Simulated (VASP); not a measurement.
# CsAg2 (F-43m) in VASP: single point with PBE

Aim: the single point of CsAg2 with PBE.

All numbers are computed with VASP 6.6.1; they aren't measurements. Logs are shortened: lines on timing, memory, paths and dates and some standing lists are left out, and cuts for length are marked.

### Step 1. The cell of the first run

The typed cell holds 6 atoms: a = 6.305 Å, b = 6.305 Å, c = 6.305 Å, α = 60.00°, β = 60.00°, γ = 60.00°.

The cell was built from a structure type or drawn by symmetry, and may not be a known phase.

### Step 2. Single point, PBE

The input, INCAR:

```
SYSTEM = CsAg2
PREC     = Accurate       ! precision mode
ENCUT    = 520            ! plane-wave cutoff, eV
EDIFF    = 1E-6           ! SCF threshold, eV
ISMEAR   = 0              ! smearing method
SIGMA    = 0.1            ! smearing width, eV
LREAL    = .FALSE.        ! projectors in reciprocal space
LASPH    = .TRUE.         ! aspherical terms in the spheres
NELM     = 80             ! most SCF steps
ALGO     = Normal         ! electronic algorithm
ISIF     = 2              ! what is computed and relaxed
LWAVE    = .FALSE.        ! write WAVECAR
LCHARG   = .FALSE.        ! write CHGCAR
GGA      = PE             ! functional
NBANDS   = 40             ! bands
```

The input, KPOINTS:

```
Automatic mesh
0
G
  4 4 4
  0 0 0
```

The input, POSCAR:

```
CsAg2
1.0
    0.0000000000      4.4586502999      4.4586502999
    4.4586502999      0.0000000000      4.4586502999
    4.4586502999      4.4586502999      0.0000000000
Cs Ag
2 4
Direct
    0.7500000000      0.7500000000      0.7500000000
    0.0000000000      0.0000000000      0.0000000000
    0.3746856363      0.3746856363      0.3746856363
    0.3746856363      0.3746856363      0.8759430910
    0.3746856363      0.8759430910      0.3746856363
    0.8759430910      0.3746856363      0.3746856363
```

Potentials or basis: VASP PAW PBE potentials, release 64 (Cs_sv, Ag).

Launch:

```
cat potpaw_PBE.64/Cs_sv/POTCAR potpaw_PBE.64/Ag/POTCAR > POTCAR
mpirun -np 1 vasp_std > vasp.out
```

OUTCAR:

```text
SYSTEM = CsAg2
   PREC = Accurate
   ENCUT = 520
   EDIFF = 1E-6
   ISMEAR = 0
   LREAL = .FALSE.
   LASPH = .TRUE.
   NELM = 80
   ISIF = 2
   GGA = PE

 ion  position               nearest neighbor table
   1  0.750  0.750  0.750-
   2  0.000  0.000  0.000-
   3  0.375  0.375  0.375-   4 3.14   5 3.14   6 3.14   6 3.16   5 3.16   4 3.16
   4  0.375  0.375  0.876-   3 3.14   5 3.14   6 3.14   5 3.16   6 3.16   3 3.16
   5  0.375  0.876  0.375-   3 3.14   4 3.14   6 3.14   6 3.16   4 3.16   3 3.16
   6  0.876  0.375  0.375-   3 3.14   4 3.14   5 3.14   5 3.16   4 3.16   3 3.16

  LATTYP: Found a face centered cubic cell.
 ALAT       =     8.9173005998

  Lattice vectors:

 A1 = (   0.0000000000,   4.4586502999,   4.4586502999)
 A2 = (   4.4586502999,   0.0000000000,   4.4586502999)
 A3 = (   4.4586502999,   4.4586502999,   0.0000000000)

Analysis of symmetry for initial positions (statically):
=====================================================================
 Subroutine PRICEL returns:
 Original cell was already a primitive cell.

 Routine SETGRP: Setting up the symmetry group for a
 face centered cubic supercell.

 Subroutine GETGRP returns: Found 24 space group operations
 (whereof 24 operations were pure point group operations)
 out of a pool of 48 trial point group operations.

The static configuration has the point symmetry T_d .

Analysis of symmetry for dynamics (positions and initial velocities):
=====================================================================
 Subroutine PRICEL returns:
 Original cell was already a primitive cell.

 Routine SETGRP: Setting up the symmetry group for a
 face centered cubic supercell.

 Subroutine GETGRP returns: Found 24 space group operations
 (whereof 24 operations were pure point group operations)
 out of a pool of 48 trial point group operations.

The dynamic configuration has the point symmetry T_d .

 Subroutine INISYM returns: Found 24 space group operations
 (whereof 24 operations are pure point group operations),
 and found     1 'primitive' translations

----------------------------------------------------------------------------------------

                                     Primitive cell

  volume of cell :     177.2720
[... 79 lines left out ...]
   NELM   =     80;   NELMIN=  2; NELMDL= -5     # of ELM steps
   EDIFF  = 0.1E-05   stopping-criterion for ELM
   LREAL  =      F    real-space projection
   EDIFFG = 0.1E-04   stopping-criterion for IOM
   NSW    =      0    number of steps for IOM
   IBRION =     -1    ionic relax: 0-MD 1-quasi-New 2-CG
   NFREE  =      0    steps in history (QN), initial steepest desc. (CG)
   ISIF   =      2    stress and relaxation
   ISYM   =      2    0-nonsym 1-usesym 2-fastsym
   POTIM  = 0.5000    time-step for ionic-motion
   TEBEG  =    0.0;   TEEND  =   0.0 temperature during run
   PSTRESS=    0.0 pullay stress
   NELECT =      62.0000    total number of electrons
   NUPDOWN=      -1.0000    fix difference up-down
   EMIN   =  10.00;   EMAX   =-10.00  energy-range for DOS
   EFERMI =   0.00;   METHOD = LEGACY
   ISMEAR =     0;   SIGMA  =   0.10  broadening in eV -4-tet -1-fermi 0-gaus
   EFERMI_NEDOS =   21; number of points for ismear=-14 and -15
   IALGO  =     38    algorithm
   IMIX   =      4    mixing-type and parameters
     AMIX     =   0.40;   BMIX     =  1.00
     AMIX_MAG =   1.60;   BMIX_MAG =  1.00
  volume/ion in A,a.u.               =      29.55       199.38
  Fermi-wavevector in a.u.,A,eV,Ry     =   1.153432  2.179670 18.101263  1.330405
  Thomas-Fermi vector in A             =   2.290076
   LORBIT       =      0    0 simple, 1 ext, 2 COOP (PROOUT), +10 PAW based schemes
   GGA     = PE    functional components
   LHFCALC =     F    Hartree Fock is set to
   AEXX    =    0.0000 exact exchange contribution
   IVDW    =     0    specifies the selected vdW correction
   LEPSILON=     F    determine dielectric tensor
   LRPA    =     F    only Hartree local field effects (RPA)
 non-spin polarized calculation
 Gauss-broadening in eV      SIGMA  =   0.10
  energy-cutoff  :      520.00
  volume of cell :      177.27
 maximum number of plane-waves:      4802
 NGX is ok and might be reduce to    48
   NGX = 23   NGY = 23   NGZ = 23

 number of electron      62.0000004 magnetization

 Free energy of the ion-electron system (eV)
  ---------------------------------------------------
  ext. energy  EPLUGINS =         0.00000000
  ---------------------------------------------------
  free energy    TOTEN  =       -11.53983233 eV

  energy without entropy =      -11.51721810  energy(sigma->0) =      -11.52852522

 E-fermi :   4.6609     XC(G=0):  -9.5890

 val. band max:        4.6534304219   @ k =   0.5000   0.0000   0.0000
 cond. band min:       4.7601484938   @ k =   0.5000   0.2500   0.0000
 fundamental gap:      0.1067180718
 Fermi energy:         4.6608990629

 k-point     1 :       0.0000    0.0000    0.0000
  band No.  band energies     occupation
      1     -18.2236      2.00000
      2     -17.9398      2.00000
      3      -5.4109      2.00000
      4      -5.4109      2.00000
      5      -5.4109      2.00000
      6      -4.7534      2.00000
[... 333 lines left out ...]
     39       9.0022      0.00000
     40       9.0149      0.00000

------------------------ aborting loop because EDIFF is reached ----------------------------------------

  FORCE on cell =-STRESS in cart. coord.  units (eV):
  Direction    XX          YY          ZZ          XY          YZ          ZX
  --------------------------------------------------------------------------------------
  -------------------------------------------------------------------------------------
  Total        0.0337333      0.0337333      0.0337333      0.0000000      0.0000000      0.0000000
  in kB        0.3048798      0.3048798      0.3048798      0.0000000      0.0000000      0.0000000
  external PRESSURE =       0.3048798 kB  Pullay stress =       0.0000000 kB

 VOLUME and BASIS-vectors are now :
 -----------------------------------------------------------------------------
  energy-cutoff  :      520.00
  volume of cell :      177.27
      direct lattice vectors                 reciprocal lattice vectors
     0.000000000  4.458650300  4.458650300    -0.112141560  0.112141560  0.112141560
     4.458650300  0.000000000  4.458650300     0.112141560 -0.112141560  0.112141560
     4.458650300  4.458650300  0.000000000     0.112141560  0.112141560 -0.112141560

 POSITION                                       TOTAL-FORCE (eV/Angst)
 -----------------------------------------------------------------------------------
      6.68798      6.68798      6.68798        -0.000000     -0.000000     -0.000000
      0.00000      0.00000      0.00000        -0.000000     -0.000000     -0.000000
      3.34118      3.34118      3.34118         0.004878      0.004878      0.004878
      5.57612      5.57612      3.34118        -0.004878     -0.004878      0.004878
      5.57612      3.34118      5.57612        -0.004878      0.004878     -0.004878
      3.34118      5.57612      5.57612         0.004878     -0.004878     -0.004878
 -----------------------------------------------------------------------------------
    total drift:                                0.000000      0.000000      0.000000

  FREE ENERGIE OF THE ION-ELECTRON SYSTEM (eV)
  ---------------------------------------------------
  free  energy   TOTEN  =       -11.5398323295 eV

  energy  without entropy=      -11.5172181047  energy(sigma->0) =      -11.52852522
```

OSZICAR:

```text
N       E                     dE             d eps       ncg     rms          rms(c)
DAV:   1     0.399004431763E+03    0.39900E+03   -0.29118E+04   640   0.141E+03
DAV:   2     0.122700714309E+02   -0.38673E+03   -0.36662E+03   720   0.292E+02
DAV:   3    -0.119156985203E+02   -0.24186E+02   -0.23825E+02   744   0.689E+01
DAV:   4    -0.122469376130E+02   -0.33124E+00   -0.33096E+00   696   0.854E+00
DAV:   5    -0.122495468783E+02   -0.26093E-02   -0.26092E-02   752   0.777E-01    0.543E+00
DAV:   6    -0.115807198989E+02    0.66883E+00   -0.32658E+00   712   0.101E+01    0.318E+00
DAV:   7    -0.115542970176E+02    0.26423E-01   -0.67045E-02   728   0.126E+00    0.184E+00
DAV:   8    -0.115393984176E+02    0.14899E-01   -0.49458E-02   728   0.780E-01    0.146E-01
DAV:   9    -0.115397841361E+02   -0.38572E-03   -0.52840E-03   688   0.283E-01    0.107E-01
DAV:  10    -0.115398618310E+02   -0.77695E-04   -0.11881E-03   768   0.137E-01    0.267E-02
DAV:  11    -0.115398382214E+02    0.23610E-04   -0.92559E-05   696   0.377E-02    0.133E-02
DAV:  12    -0.115398326692E+02    0.55521E-05   -0.30472E-05   760   0.180E-02    0.269E-03
DAV:  13    -0.115398323295E+02    0.33978E-06   -0.20850E-06   504   0.489E-03
   1 F= -.11539832E+02 E0= -.11528525E+02  d E =-.226142E-01
```

Wall time 84 s (1 thread of Intel Xeon 8259CL, shared host); peak memory 0.33 GiB.

Results:

* Free energy: -11.5398 eV
* Pressure: 0.0 GPa
* Largest force: 0.008 eV/Å
* Band gap on the k mesh: zero (bands 31 and 32 overlap by 0.96 eV)

Forces in eV/Å, atoms in the order of the input:
```
Cs   0.000  0.000  0.000
Cs   0.000  0.000  0.000
Ag   0.005  0.005  0.005
Ag  -0.005 -0.005  0.005
Ag  -0.005  0.005 -0.005
Ag   0.005 -0.005 -0.005
```

Caveat: spin-orbit coupling is left out, which moves the levels of the heavy elements.
